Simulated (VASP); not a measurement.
A run of VASP 6.6.1:

File POSCAR:

```
Os
1.0
    0.0000000000      1.8841785005      2.0725963505
    1.8841785005      0.0000000000      2.0725963505
    1.8841785005      1.8841785005      0.0000000000
Os
1
Direct
    0.0000000000      0.0000000000      0.0000000000
```

INCAR.step1

```
PREC     = Accurate       # precision mode
ENCUT    = 520            # plane-wave cutoff, eV
ISMEAR   = 0              # smearing method
SIGMA    = 0.15           # smearing width, eV
LREAL    = F              # projectors in reciprocal space
LASPH    = T              # aspherical terms in the spheres
NELM     = 80             # most SCF steps
NBANDS   = 10             # bands
GGA      = PE             # functional
ALGO     = Normal         # electronic algorithm
EDIFF    = 1E-4           # SCF threshold, eV
LWAVE    = T              # write WAVECAR
LCHARG   = F              # write CHGCAR
```

File INCAR.step2:

```
PREC     = Accurate       # precision mode
ENCUT    = 520            # plane-wave cutoff, eV
EDIFF    = 1E-6           # SCF threshold, eV
ISMEAR   = 0              # smearing method
SIGMA    = 0.15           # smearing width, eV
LREAL    = F              # projectors in reciprocal space
LASPH    = T              # aspherical terms in the spheres
NELM     = 80             # most SCF steps
ALGO     = Normal         # electronic algorithm
ISIF     = 2              # what is computed and relaxed
LWAVE    = F              # write WAVECAR
LCHARG   = F              # write CHGCAR
METAGGA  = R2SCAN         # meta-GGA
LMIXTAU  = T            
NBANDS   = 10             # bands
ISTART   = 1
```

KPOINTS

```
Automatic mesh
0
Gamma
  24 24 24
```

Potentials or basis: VASP PAW PBE potentials, release 64 (Os).

Run with:

```sh
$ cat potpaw_PBE.64/Os/POTCAR > POTCAR
$ cp INCAR.step1 INCAR
$ mpirun -np 1 vasp_std > vasp.out
$ cp INCAR.step2 INCAR
$ mpirun -np 1 vasp_std > vasp.out
```

Hardware: 1 thread of Intel(R) Xeon(R) Platinum 8259CL CPU @ 2.50GHz (Skylake/Cascade Lake), with other jobs on the host.

Q: Estimate the wall time of this run.

A: Run time: 5.5 min on 1 thread of Intel(R) Xeon(R) Platinum 8259CL CPU @ 2.50GHz (Skylake/Cascade Lake), on a shared host, peak memory 0.28 GiB. Counts: k points 1063.
